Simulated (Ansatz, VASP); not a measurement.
# Two plane-wave programs on GaAs2

The input INCAR:

```
ALGO = Normal ; EDIFF = 1E-6
ENCUT = 520 ; GGA = PE
ISIF = 2 ; ISMEAR = 1
LASPH = True ; LCHARG = True
LELF = True ; LREAL = False
LVHAR = True ; LWAVE = False
NBANDS = 32 ; NELM = 60
PREC = Accurate ; SIGMA = 0.0783
```

The input KPOINTS:

```
k-points
0
Gamma
  5 5 3
```

File POSCAR:

```
GaAs2
1.0
    3.7649910000      0.0000000000      0.0000000000
    0.0000000000      3.7649910000      0.0000000000
    0.0000000000      0.0000000000      7.7953520000
Ga As
2 4
Direct
    0.0000000000      0.5000000000      0.2810000000
    0.5000000000      0.0000000000      0.7190000000
    0.0000000000      0.0000000000      0.0000000000
    0.5000000000      0.5000000000      0.0000000000
    0.0000000000      0.5000000000      0.6390000000
    0.5000000000      0.0000000000      0.3610000000
```

Input for Ansatz:

```yaml
crystal:
  lattice:
    - [3.764991, 0.0, 0.0]
    - [0.0, 3.764991, 0.0]
    - [0.0, 0.0, 7.795352]
  atoms:
    - { symbol: Ga, position: [0.0, 0.5, 0.281] }
    - { symbol: Ga, position: [0.5, 0.0, 0.719] }
    - { symbol: As, position: [0.0, 0.0, 0.0] }
    - { symbol: As, position: [0.5, 0.5, 0.0] }
    - { symbol: As, position: [0.0, 0.5, 0.639] }
    - { symbol: As, position: [0.5, 0.0, 0.361] }
  symmetry: { tolerance: 0.0003 }
kpoints:
  mp_grid: { grid: [5, 5, 3], shift: [0, 0, 0] }
magnetization:
  spin_polarized: false
scf:
  occupations: { method: methfessel_paxton, width: 0.0783 }
  mixing: { algorithm: anderson, beta: 0.5 }
  initial_density: { chi_scale: 0.1 }
hamiltonian:
  pseudopotentials: { kind: paw }
  xc: pbe
basis:
  ecutwfc: 420
output:
  forces: true
  stress: true
  eigenvalues: true
```

Alike in both runs: task single point; functional PBE; k mesh 5 × 5 × 3; occupations methfessel-paxton of order 1, width 0.0783 eV; no spin polarisation.

```csv
,VASP,Ansatz
version,VASP 6.6.1,Ansatz 0.2.0
potentials or method,"VASP PAW PBE potentials, release 64 (Ga_d, As), cutoff 520 eV",PAW plane waves
valence electrons in the cell,46,86
```

VASP gave:

```
gap on the k mesh at the Fermi level (eV)                     : none
pressure (GPa)                                                : 5.8
traceless stress, the component that is largest in VASP (GPa) : -3.63
rms of the force components (eV/Å)                            : 0.263
```

What did Ansatz give for the same quantities?

gap on the k mesh at the Fermi level (eV): none; pressure (GPa): 5.6; traceless stress, the component that is largest in VASP (GPa): -3.61; rms of the force components (eV/Å): 0.260.

Atom by atom the forces differ by 0.003 eV/Å (rms over components). A gap of «none» marks a metal or a gap that the smearing closes. VASP's potentials hold 46 valence electrons a cell and Ansatz's 86, so a difference there can come from the potentials and not from the codes.
